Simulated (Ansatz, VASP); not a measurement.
**One calculation of Ni, two programs**

POSCAR

```
Ni
1.0
   -1.3779765466      1.3779765466      1.3779765466
    1.3779765466     -1.3779765466      1.3779765466
    1.3779765466      1.3779765466     -1.3779765466
Ni
1
Direct
    0.0000000000      0.0000000000      0.0000000000
```

Contents of INCAR.step1:

```
PREC     = Accurate       # precision mode
ENCUT    = 520            # plane-wave cutoff, eV
ISMEAR   = -1             # smearing method
SIGMA    = 0.1            # smearing width, eV
LREAL    = False          # projectors in reciprocal space
LASPH    = True           # aspherical terms in the spheres
NELM     = 150            # most SCF steps
LNONCOLLINEAR= True           # non-collinear magnetism
MAGMOM   = 0 0 0          # initial moments
LSORBIT  = True           # spin-orbit coupling
GGA_COMPAT= False        
LMAXMIX  = 4              # l up to which the mixer works
NBANDS   = 21             # bands
GGA      = PE             # functional
ALGO     = Normal         # electronic algorithm
EDIFF    = 1E-4           # SCF threshold, eV
LWAVE    = True           # write WAVECAR
LCHARG   = False          # write CHGCAR
```

File INCAR.step2:

```
PREC     = Accurate       # precision mode
ENCUT    = 520            # plane-wave cutoff, eV
EDIFF    = 1E-6           # SCF threshold, eV
ISMEAR   = -1             # smearing method
SIGMA    = 0.1            # smearing width, eV
LREAL    = False          # projectors in reciprocal space
LASPH    = True           # aspherical terms in the spheres
NELM     = 150            # most SCF steps
ALGO     = Normal         # electronic algorithm
ISIF     = 2              # what is computed and relaxed
LWAVE    = False          # write WAVECAR
LCHARG   = False          # write CHGCAR
LNONCOLLINEAR= True           # non-collinear magnetism
MAGMOM   = 0 0 0          # initial moments
LORBIT   = 11             # projections on sites
LSORBIT  = True           # spin-orbit coupling
GGA_COMPAT= False        
LORBMOM  = True         
LMAXMIX  = 4              # l up to which the mixer works
METAGGA  = R2SCAN         # meta-GGA
LMIXTAU  = True         
NBANDS   = 21             # bands
ISTART   = 1
```

KPOINTS

```
Automatic mesh
0
Gamma
  16 16 16
```

Input for Ansatz:

```yaml
crystal:
  lattice:
    - [-1.3779765466, 1.3779765466, 1.3779765466]
    - [1.3779765466, -1.3779765466, 1.3779765466]
    - [1.3779765466, 1.3779765466, -1.3779765466]
  atoms:
    - { symbol: Ni, position: [0.0, 0.0, 0.0] }
hamiltonian:
  xc: r2scan
  pseudopotentials:
    kind: paw_fr
    azcp:
      Ni: "pseudopotentials/Ni.paw.azcp"
basis:
  ecutwfc: 500
  fft_grid_basis: typed
kpoints:
  mp_grid: { grid: [16, 16, 16], shift: [0, 0, 0] }
magnetization:
  noncollinear: true
  spin_orbit: true
scf:
  occupations: { method: fermi_dirac, width: 0.1 }
```

Alike in both runs: task single point; functional r2SCAN; k mesh 16 × 16 × 16; occupations fermi-dirac, width 0.1 eV; non-collinear spin, spin-orbit coupling.

|  | VASP | Ansatz |
| --- | --- | --- |
| version | VASP 6.6.1 | Ansatz 0.2.0 |
| potentials or method | VASP PAW PBE potentials, release 64 (Ni), cutoff 520 eV | plane waves (500 eV) with PAW, fully relativistic with spin-orbit coupling |
| valence electrons in the cell | 10 | 18 |

```csv
,VASP,Ansatz,Ansatz less VASP
net moment per atom (μB),0.00,0.00,0.000
```

VASP's potentials were made for PBE, not for r2SCAN. VASP's potentials hold 10 valence electrons a cell and Ansatz's 18, so a difference there can come from the potentials and not from the codes.
